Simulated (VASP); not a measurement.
# BaTiO3 (R3m) in VASP: relaxation of shape and atoms at fixed volume with PBEsol

Aim: the relaxation of shape and atoms at fixed volume of BaTiO3 with PBEsol.

All numbers are computed with VASP 6.6.1; they aren't measurements. Logs are shortened: lines on timing, memory, paths and dates and some standing lists are left out, and cuts for length are marked.

**1. The cell of the first run**

The structure is trigonal, space group R3m (No. 160). Conventional cell: a = 5.805 Å, b = 5.805 Å, c = 7.177 Å, α = 90.00°, β = 90.00°, γ = 120.00°. Within 3.7 Å of Ba (site symmetry 3m) lie 12 O at 2.81 to 3.03 Å and 8 Ti at 3.49 to 3.69 Å. Ti (site symmetry 3m) has 6 O at 1.88 to 2.25 Å within 2.5 Å. O (site symmetry m) has 2 Ti at 1.88 to 2.25 Å within 2.5 Å.

**2. Relaxation of shape and atoms at fixed volume, PBEsol (volume scaled by 1.10)**

INCAR

```
SYSTEM = BaTiO3
PREC = Accurate ; ENCUT = 600
EDIFF = 1E-6 ; ISMEAR = 0
SIGMA = 0.02 ; LREAL = .FALSE.
LASPH = .TRUE. ; NELM = 80
ALGO = Normal ; ISIF = 4
LWAVE = .FALSE. ; LCHARG = .FALSE.
GGA = PS ; IBRION = 2
NSW = 50 ; EDIFFG = -0.01
```

KPOINTS

```
regular mesh
0
G
  9 9 9
  0 0 0
```

POSCAR

```
BaTiO3
1.0
    2.9024882504      1.6757523727      2.3922512682
   -2.9024882504      1.6757523727      2.3922512682
    0.0000000000     -3.3515047453      2.3922512682
Ba Ti O
1 1 3
Direct
   -0.0068823707     -0.0068823707     -0.0068823707
    0.4789997240      0.4789997240      0.4789997240
    0.5116570477      0.5116570477      0.0237685514
    0.0237685514      0.5116570477      0.5116570477
    0.5116570477      0.0237685514      0.5116570477
```

Potentials or basis: VASP PAW PBE potentials, release 64 (Ba_sv, Ti_sv, O).

Started as:

```sh
> cat potpaw_PBE.64/Ba_sv/POTCAR potpaw_PBE.64/Ti_sv/POTCAR potpaw_PBE.64/O/POTCAR > POTCAR
> mpirun -np 1 vasp_std > vasp.out
```

OUTCAR:

```text
SYSTEM = BaTiO3
   PREC = Accurate
   ENCUT = 600
   EDIFF = 1E-6
   ISMEAR = 0
   LREAL = .FALSE.
   LASPH = .TRUE.
   NELM = 80
   ISIF = 4
   GGA = PS
   IBRION = 2
   NSW = 50
   EDIFFG = -0.01

 ion  position               nearest neighbor table
   1  0.993  0.993  0.993-   4 2.81   5 2.81   3 2.81   5 2.91   4 2.91   4 2.91   5 2.91   3 2.91
                             3 2.91   4 3.03   5 3.03   3 3.03   2 3.49   2 3.53   2 3.53   2 3.53
   2  0.479  0.479  0.479-   3 1.88   4 1.88   5 1.88   3 2.25   4 2.25   5 2.25   1 3.49   1 3.53
                             1 3.53   1 3.53   1 3.59   1 3.59   1 3.59   1 3.69
   3  0.512  0.512  0.024-   2 1.88   2 2.25   1 2.81   1 2.91   1 2.91   1 3.03
   4  0.024  0.512  0.512-   2 1.88   2 2.25   1 2.81   1 2.91   1 2.91   1 3.03
   5  0.512  0.024  0.512-   2 1.88   2 2.25   1 2.81   1 2.91   1 2.91   1 3.03

  LATTYP: Found a trigonal (rhomboedric) cell.
 ALAT       =     4.1176996234
 COS(alpha) =     0.0062855365

  Lattice vectors:

 A1 = (   2.9024882504,   1.6757523727,   2.3922512682)
 A2 = (  -2.9024882504,   1.6757523727,   2.3922512682)
 A3 = (   0.0000000000,  -3.3515047453,   2.3922512682)

Analysis of symmetry for initial positions (statically):
=====================================================================
 Subroutine PRICEL returns:
 Original cell was already a primitive cell.

 Routine SETGRP: Setting up the symmetry group for a
 trigonal (rhombohedral) supercell.

 Subroutine GETGRP returns: Found  6 space group operations
 (whereof  6 operations were pure point group operations)
 out of a pool of 12 trial point group operations.

The static configuration has the point symmetry C_3v.

Analysis of symmetry for dynamics (positions and initial velocities):
=====================================================================
 Subroutine PRICEL returns:
 Original cell was already a primitive cell.

 Routine SETGRP: Setting up the symmetry group for a
 trigonal (rhombohedral) supercell.

 Subroutine GETGRP returns: Found  6 space group operations
 (whereof  6 operations were pure point group operations)
 out of a pool of 12 trial point group operations.

The dynamic configuration has the point symmetry C_3v.

 Subroutine INISYM returns: Found  6 space group operations
 (whereof  6 operations are pure point group operations),
 and found     1 'primitive' translations

----------------------------------------------------------------------------------------

                                     Primitive cell

  volume of cell :      69.8133

  direct lattice vectors                    reciprocal lattice vectors
     2.902488250  1.675752373  2.392251268     0.172265986  0.099457813  0.139338763
    -2.902488250  1.675752373  2.392251268    -0.172265986  0.099457813  0.139338763
     0.000000000 -3.351504745  2.392251268     0.000000000 -0.198915627  0.139338763

  length of vectors
     4.117699623  4.117699623  4.117699623     0.242863578  0.242863578  0.242863578

  position of ions in fractional coordinates (direct lattice)
     0.993117629  0.993117629  0.993117629
     0.478999724  0.478999724  0.478999724
     0.511657048  0.511657048  0.023768551
     0.023768551  0.511657048  0.511657048
     0.511657048  0.023768551  0.511657048

  ion indices of the primitive-cell ions
   primitive index   ion index
                 1           1
                 2           2
                 3           3
                 4           4
                 5           5

----------------------------------------------------------------------------------------

 KPOINTS: regular mesh

Automatic generation of k-mesh.
 Grid dimensions read from file:
 generate k-points for:    9    9    9

 Generating k-lattice:

  Cartesian coordinates                     Fractional coordinates (reciprocal lattice)
     0.019140665  0.011050868  0.015482085     0.111111111 -0.000000000 -0.000000000
    -0.019140665  0.011050868  0.015482085    -0.000000000  0.111111111 -0.000000000
     0.000000000 -0.022101736  0.015482085     0.000000000  0.000000000  0.111111111

  Length of vectors
     0.026984842  0.026984842  0.026984842

  Shift w.r.t. Gamma in fractional coordinates (k-lattice)
     0.000000000  0.000000000  0.000000000

 Subroutine IBZKPT returns following result:
 ===========================================

 Found     85 irreducible k-points:

 Following reciprocal coordinates:
            Coordinates               Weight
  0.000000  0.000000  0.000000      1.000000
  0.111111  0.000000  0.000000      6.000000
  0.222222 -0.000000  0.000000      6.000000
  0.333333  0.000000  0.000000      6.000000
  0.444444 -0.000000  0.000000      6.000000
  0.111111  0.111111  0.000000      6.000000
[... 16 lines left out ...]
 -0.333333  0.333333  0.000000      6.000000
  0.444444  0.444444  0.000000      6.000000
 [... further k-points ...]
   k-points           NKPTS =     85   k-points in BZ     NKDIM =     85   number of bands    NBANDS=     24
   number of dos      NEDOS =    301   number of ions     NIONS =      5
   total plane-waves  NPLWV =  46656
   dimension x,y,z NGX =    36 NGY =   36 NGZ =   36
   dimension x,y,z NGXF=    72 NGYF=   72 NGZF=   72
   ions per type =               1   1   3
   NGX,Y,Z   is equivalent  to a cutoff of  14.53, 14.53, 14.53 a.u.
   NGXF,Y,Z  is equivalent  to a cutoff of  29.07, 29.07, 29.07 a.u.
 SYSTEM =  BaTiO3
   PREC   = accura    normal or accurate (medium, high low for compatibility)
   ISTART =      0    job   : 0-new  1-cont  2-samecut
   ICHARG =      2    charge: 1-file 2-atom 10-const
   ISPIN  =      1    spin polarized calculation?
   LNONCOLLINEAR =      F non collinear calculations
   LSORBIT =      F    spin-orbit coupling
   LASPH  =      T    aspherical Exc in radial PAW
   ENCUT  =  600.0 eV  44.10 Ry    6.64 a.u.   8.22  8.22  8.22*2*pi/ulx,y,z
   NELM   =     80;   NELMIN=  2; NELMDL= -5     # of ELM steps
   EDIFF  = 0.1E-05   stopping-criterion for ELM
   LREAL  =      F    real-space projection
   EDIFFG = -.1E-01   stopping-criterion for IOM
   NSW    =     50    number of steps for IOM
   IBRION =      2    ionic relax: 0-MD 1-quasi-New 2-CG
   NFREE  =      1    steps in history (QN), initial steepest desc. (CG)
   ISIF   =      4    stress and relaxation
   ISYM   =      2    0-nonsym 1-usesym 2-fastsym
   POTIM  = 0.5000    time-step for ionic-motion
   TEBEG  =    0.0;   TEEND  =   0.0 temperature during run
   PSTRESS=    0.0 pullay stress
   NELECT =      40.0000    total number of electrons
   NUPDOWN=      -1.0000    fix difference up-down
   EMIN   =  10.00;   EMAX   =-10.00  energy-range for DOS
   EFERMI =   0.00;   METHOD = LEGACY
   ISMEAR =     0;   SIGMA  =   0.02  broadening in eV -4-tet -1-fermi 0-gaus
   EFERMI_NEDOS =   21; number of points for ismear=-14 and -15
   IALGO  =     38    algorithm
   IMIX   =      4    mixing-type and parameters
     AMIX     =   0.40;   BMIX     =  1.00
     AMIX_MAG =   1.60;   BMIX_MAG =  1.00
  volume/ion in A,a.u.               =      13.96        94.22
  Fermi-wavevector in a.u.,A,eV,Ry     =   1.359718  2.569494 25.154885  1.848832
  Thomas-Fermi vector in A             =   2.486442
   LORBIT       =      0    0 simple, 1 ext, 2 COOP (PROOUT), +10 PAW based schemes
   GGA     = PS    functional components
   LHFCALC =     F    Hartree Fock is set to
   AEXX    =    0.0000 exact exchange contribution
   IVDW    =     0    specifies the selected vdW correction
   LEPSILON=     F    determine dielectric tensor
   LRPA    =     F    only Hartree local field effects (RPA)
 conjugate gradient relaxation of ions
 non-spin polarized calculation
 Gauss-broadening in eV      SIGMA  =   0.02
  energy-cutoff  :      600.00
  volume of cell :       69.81
 maximum number of plane-waves:      2346
 NGX is ok and might be reduce to    36
   NGX = 17   NGY = 17   NGZ = 17

--------------------------------------- Ionic step        1  -------------------------------------------

 number of electron      39.9999993 magnetization

 Free energy of the ion-electron system (eV)
  ---------------------------------------------------
  ext. energy  EPLUGINS =         0.00000000
  ---------------------------------------------------
  free energy    TOTEN  =       -41.86705528 eV

  energy without entropy =      -41.86705528  energy(sigma->0) =      -41.86705528

------------------------ aborting loop because EDIFF is reached ----------------------------------------

  FORCE on cell =-STRESS in cart. coord.  units (eV):
  Direction    XX          YY          ZZ          XY          YZ          ZX
  --------------------------------------------------------------------------------------
  -------------------------------------------------------------------------------------
  Total       -4.1445184     -4.1445184     -3.9063469      0.0000000     -0.0000000      0.0000000
  in kB      -95.1144043    -95.1144043    -89.6485001      0.0000000     -0.0000000      0.0000000
  external PRESSURE =     -93.2924362 kB  Pullay stress =       0.0000000 kB
[... 258 lines left out ...]
  energy  without entropy=      -41.8794617818  energy(sigma->0) =      -41.87946178

--------------------------------------- Ionic step        8  -------------------------------------------

 number of electron      39.9999992 magnetization

 Free energy of the ion-electron system (eV)
  ---------------------------------------------------
  ext. energy  EPLUGINS =         0.00000000
  ---------------------------------------------------
  free energy    TOTEN  =       -41.87947865 eV

  energy without entropy =      -41.87947865  energy(sigma->0) =      -41.87947865

 E-fermi :   3.1413     XC(G=0): -11.0294

 val. band max:        2.9129988795   @ k =   0.4444   0.4444   0.4444
 cond. band min:       5.7018270877   @ k =  -0.1111   0.1111   0.0000
 fundamental gap:      2.7888282083
 Fermi energy:         3.1413095681

 k-point     1 :       0.0000    0.0000    0.0000
  band No.  band energies     occupation
      1     -53.0180      2.00000
      2     -29.3945      2.00000
      3     -29.3945      2.00000
      4     -29.3943      2.00000
      5     -22.0069      2.00000
      6     -13.5497      2.00000
[... 637 lines left out ...]
     23       7.0375      0.00000
     24       7.7734      0.00000

 [... further k-points ...]
[... 5 lines left out ...]
  --------------------------------------------------------------------------------------
  -------------------------------------------------------------------------------------
  Total       -3.2245344     -3.2245344     -3.2465816      0.0000000     -0.0000000      0.0000000
  in kB      -74.0012808    -74.0012808    -74.5072533      0.0000000     -0.0000000      0.0000000
  external PRESSURE =     -74.1699383 kB  Pullay stress =       0.0000000 kB
[... 20 lines left out ...]
  FREE ENERGIE OF THE ION-ELECTRON SYSTEM (eV)
  ---------------------------------------------------
  free  energy   TOTEN  =       -41.8794786485 eV

  energy  without entropy=      -41.8794786485  energy(sigma->0) =      -41.87947865

 reached required accuracy - stopping structural energy minimisation
```

It took 11 min on 1 thread of Intel Xeon Platinum 8488C (Sapphire Rapids), shared host; peak memory 0.34 GiB.

Results:

- Free energy: -41.8795 eV
- Energy gained by relaxing: 2.5 meV/atom
- Ionic steps: 8
- Pressure after relaxing: -7.4 GPa
- Largest force after relaxing: 0.010 eV/Å
- Band gap on the k mesh: 2.79 eV, indirect (least direct gap 3.32 eV)

Forces in eV/Å, atoms in the order of the input:
```
Ba   0.000  0.000 -0.005
Ti   0.000  0.000  0.010
O    0.000  0.003 -0.002
O   -0.002 -0.001 -0.002
O    0.002 -0.001 -0.002
```

The path:
| step | energy change (eV) | largest force (eV/Å) | pressure (GPa) | volume (Å³) |
| --- | --- | --- | --- | --- |
| 1 | 0.0000 | 0.3867 | -9.33 | 69.81 |
| 2 | -0.0118 | 0.0769 | -7.79 | 69.81 |
| 3 | -0.0120 | 0.0385 | -7.55 | 69.81 |
| 4 | -0.0120 | 0.0377 | -7.59 | 69.81 |
| 5 | -0.0122 | 0.0327 | -7.55 | 69.81 |
| 6 | -0.0123 | 0.0256 | -7.51 | 69.81 |
| 7 | -0.0124 | 0.0135 | -7.45 | 69.81 |
| 8 | -0.0124 | 0.0100 | -7.42 | 69.81 |

Final structure:
```yaml
crystal:
  lattice:
    - [2.89886, 1.67366, 2.39824]
    - [-2.89886, 1.67366, 2.39824]
    - [0.00000, -3.34732, 2.39824]
  atoms:
    - { symbol: Ba, position: [0.99188, 0.99188, 0.99188] }
    - { symbol: Ti, position: [0.47565, 0.47565, 0.47565] }
    - { symbol: O, position: [0.51197, 0.51197, 0.02773] }
    - { symbol: O, position: [0.02773, 0.51197, 0.51197] }
    - { symbol: O, position: [0.51197, 0.02773, 0.51197] }
```

Levels at points of the mesh, in eV from the valence-band top:
```tsv
k point	band 18	band 19	band 20	band 21	band 22	band 23
(0.00, 0.00, 0.00)	-0.83	-0.66	-0.66	2.85	2.85	3.04
```

Caveat: the cell differs from its parent crystal (volume scaled by 1.10); the PAW data sets were made with another functional, which shifts forces and pressure a little; spin-orbit coupling is left out, which moves the levels of the heavy elements. A k mesh can miss the band edges.
